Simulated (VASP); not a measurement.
Input of a VASP 6.6.1 run:

File INCAR:

```
SYSTEM = NaRh2
ALGO = Normal
EDIFF = 1E-7
EDIFFG = -0.01
ENCUT = 500
GGA = PE
GGA_COMPAT = .FALSE.
IBRION = 2
ISIF = 3
ISMEAR = 0
KPAR = 4
LASPH = .TRUE.
LCHARG = .FALSE.
LREAL = .FALSE.
LWAVE = .FALSE.
NELM = 120
NELMIN = 4
NSW = 100
PREC = Accurate
SIGMA = 0.1
```

KPOINTS

```
k-points
0
G
  24 24 24
  0 0 0
```

POSCAR

```
NaRh2
1.0
   -1.3730175300      1.3730175300      6.6586900981
    1.3730175300     -1.3730175300      6.6586900981
    1.3730175300      1.3730175300     -6.6586900981
Na Rh
1 2
Direct
    0.0000000000      0.0000000000      0.0000000000
    0.3149501678      0.3149501678      0.0000000000
    0.6850498322      0.6850498322      0.0000000000
```

Potentials or basis: VASP PAW PBE potentials, release 64 (Na_pv, Rh_pv).

Launch:

```console
$ cat potpaw_PBE.64/Na_pv/POTCAR potpaw_PBE.64/Rh_pv/POTCAR > POTCAR
$ mpirun -np 4 vasp_std > vasp.out
```

Task: Predict the relaxed volume.

Result: 16.79 Å³/atom.

Task: Predict the relaxed cell.

Result: a = 6.948 Å, b = 6.948 Å, c = 6.948 Å, α = 157.19°, β = 157.19°, γ = 32.48°.

Task: Estimate the band gap on the k mesh.

Result: Zero (an odd number of electrons rules out a gap without spin polarisation).

Final structure:
```
CELL_PARAMETERS angstrom
-1.37396 1.37396 6.67063
1.37396 -1.37396 6.67063
1.37396 1.37396 -6.67063
ATOMIC_POSITIONS crystal
Na 0.00000 0.00000 0.00000
Rh 0.31479 0.31479 0.00000
Rh 0.68521 0.68521 0.00000
```
